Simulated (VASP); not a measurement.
Wanted: the native input for a VASP 6.6.1 run.

```
Task                   : single point
Functional             : PBEsol
Potentials or basis    : VASP PAW PBE potentials, release 64 (Na_pv, F)
Cutoff                 : 600 eV
k mesh                 : 8 × 8 × 8
Occupations            : gaussian, width 0.02 eV
Spin                   : no spin polarisation
Dipole correction      : no
Further INCAR settings : ALGO = Normal; EDIFF = 1e-06; NBANDS = 14
```

The structure of NaF (a.bB) lies in POSCAR:

```
NaF
1.0
    0.0000000000      2.3144065533      2.3144065533
    2.3144065533      0.0000000000      2.3144065533
    2.3144065533      2.3144065533      0.0000000000
Na F
1 1
Direct
    0.0000000000      0.0000000000      0.0000000000
    0.5000000000      0.5000000000      0.5000000000
```

These files were run (other wordings do the same):

INCAR

```
PREC = Accurate
ENCUT = 600
EDIFF = 1E-6
ISMEAR = 0
SIGMA = 0.02
LREAL = F
LASPH = T
NELM = 120
ALGO = Normal
ISIF = 2
LWAVE = F
LCHARG = F
GGA = PS
NBANDS = 14
GGA_COMPAT = F
```

KPOINTS

```
regular mesh
0
Gamma
  8 8 8
```

Potentials or basis: VASP PAW PBE potentials, release 64 (Na_pv, F).

Run with:

```console
$ cat potpaw_PBE.64/Na_pv/POTCAR potpaw_PBE.64/F/POTCAR > POTCAR
$ mpirun -np 1 vasp_std > vasp.out
```

It gave:

```
Pressure               : -0.2 GPa
Band gap on the k mesh : 6.18 eV, direct
```

Caveat: the PAW data sets were made with another functional, which shifts forces and pressure a little.

Run time: 6.2 s on 1 thread of Intel(R) Xeon(R) 6975P-C (Granite Rapids), with other jobs on the host, peak memory 0.15 GiB.
